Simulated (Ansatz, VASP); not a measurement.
# GaAs3: VASP beside Ansatz

File INCAR:

```
ALGO = Normal
EDIFF = 1E-6
EDIFFG = -0.01
ENCUT = 600
GGA = PE
IBRION = 2
ISIF = 3
ISMEAR = 0
LASPH = True
LCHARG = False
LREAL = False
LWAVE = False
NELM = 100
NSW = 100
PREC = Accurate
SIGMA = 0.1
```

The input KPOINTS:

```
k-points
0
Gamma
  6 6 8
```

The input POSCAR:

```
GaAs3
1.0
    6.1569869315      0.0000000000      0.0000000000
   -3.0784934657      5.3321070934      0.0000000000
    0.0000000000      0.0000000000      4.9419319883
Ga As
2 6
Direct
    0.3333333333      0.6666666667      0.2500000000
    0.6666666667      0.3333333333      0.7500000000
    0.8330000000      0.6660000000      0.2500000000
    0.1670000000      0.8330000000      0.7500000000
    0.3340000000      0.1670000000      0.2500000000
    0.1670000000      0.3340000000      0.7500000000
    0.8330000000      0.1670000000      0.2500000000
    0.6660000000      0.8330000000      0.7500000000
```

Input for Ansatz:

```yaml
crystal:
  lattice:
    - [6.1569869315, 0.0, 0.0]
    - [-3.0784934657, 5.3321070934, 0.0]
    - [0.0, 0.0, 4.9419319883]
  atoms:
    - { symbol: Ga, position: [0.3333333333, 0.6666666667, 0.25] }
    - { symbol: Ga, position: [0.6666666667, 0.3333333333, 0.75] }
    - { symbol: As, position: [0.833, 0.666, 0.25] }
    - { symbol: As, position: [0.167, 0.833, 0.75] }
    - { symbol: As, position: [0.334, 0.167, 0.25] }
    - { symbol: As, position: [0.167, 0.334, 0.75] }
    - { symbol: As, position: [0.833, 0.167, 0.25] }
    - { symbol: As, position: [0.666, 0.833, 0.75] }
basis:
  ecutwfc: 420
kpoints:
  mp_grid: { grid: [6, 6, 8] }
hamiltonian:
  xc: pbe
scf:
  occupations: { method: gaussian, width: 0.1 }
output:
  forces: true
  stress: true
  eigenvalues: true
relax:
  adjacent_minimum: "off"
  f_tol: 0.01
  max_steps: 80
  cell: { stress_tol: 0.05 }
```

Alike in both runs: task relaxation of cell and atoms; functional PBE; k mesh 6 × 6 × 8; occupations gaussian, width 0.1 eV; no spin polarisation.

```csv
,VASP,Ansatz
version,VASP 6.6.1,Ansatz 0.2.0
potentials or method,"VASP PAW PBE potentials, release 64 (Ga_d, As), cutoff 600 eV","scalar-relativistic, plane waves, PAW"
valence electrons in the cell,56,116
```

VASP gave:

| Property | Result |
| --- | --- |
| gap on the k mesh at the Fermi level, each at its own relaxed structure (eV) | none |
| relaxed volume (Å³/atom) | 20.78 |
| relaxed length of the cell vector where the two differ most in proportion (Å) | 6.140 |

Task: Which values does Ansatz return?

Result: gap on the k mesh at the Fermi level, each at its own relaxed structure (eV): none; relaxed volume (Å³/atom): 20.76; relaxed length of the cell vector where the two differ most in proportion (Å): 6.137.

A gap of «none» marks a metal or a gap that the smearing closes. VASP's potentials hold 56 valence electrons a cell and Ansatz's 116, so a difference there can come from the potentials and not from the codes.
